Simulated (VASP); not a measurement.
Set up this calculation in VASP 6.6.1, as the native input.

```yaml
Task: single point
Functional: PBE
Potentials_or_basis: VASP PAW PBE potentials, release 64 (Sn_d, Ru_pv)
Cutoff: 520 eV
k_mesh: 12 × 12 × 16
Occupations: gaussian, width 0.1 eV
Spin: no spin polarisation
Dipole_correction: no
Further_INCAR_settings: ALGO = Fast; EDIFF = 1e-06; NBANDS = 28
```

The structure of SnRu2 lies in POSCAR:

```
SnRu2
1.0
    4.3759738534      0.0000000000      0.0000000000
   -2.1879869267      3.7897045233      0.0000000000
    0.0000000000      0.0000000000      2.9912932515
Sn Ru
1 2
Direct
    0.0000000000      0.0000000000      0.0000000000
    0.3333333333      0.6666666667      0.5000000000
    0.6666666667      0.3333333333      0.5000000000
```

These files were run (other wordings do the same):

INCAR

```
SYSTEM = SnRu2
PREC = Accurate ; ENCUT = 520
EDIFF = 1E-6 ; ISMEAR = 0
SIGMA = 0.1 ; LREAL = .False.
LASPH = .True. ; NELM = 80
ALGO = Fast ; ISIF = 2
LWAVE = .False. ; LCHARG = .False.
GGA = PE ; NBANDS = 28
```

KPOINTS

```
regular mesh
0
Gamma
  12 12 16
  0 0 0
```

Potentials or basis: VASP PAW PBE potentials, release 64 (Sn_d, Ru_pv).

Run with:

```bash
$ cat potpaw_PBE.64/Sn_d/POTCAR potpaw_PBE.64/Ru_pv/POTCAR > POTCAR
$ mpirun -np 1 vasp_std > vasp.out
```

It gave:

| Quantity | Value |
| --- | --- |
| Pressure | 0.1 GPa |
| Band gap on the k mesh | zero (bands 21 and 22 overlap by 1.25 eV) |

Caveat: spin-orbit coupling is left out, which moves the levels of the heavy elements.

Run time: 2.6 min on 1 thread of AMD EPYC 9R45 (Zen 5) (shared host), peak memory 0.3 GiB.
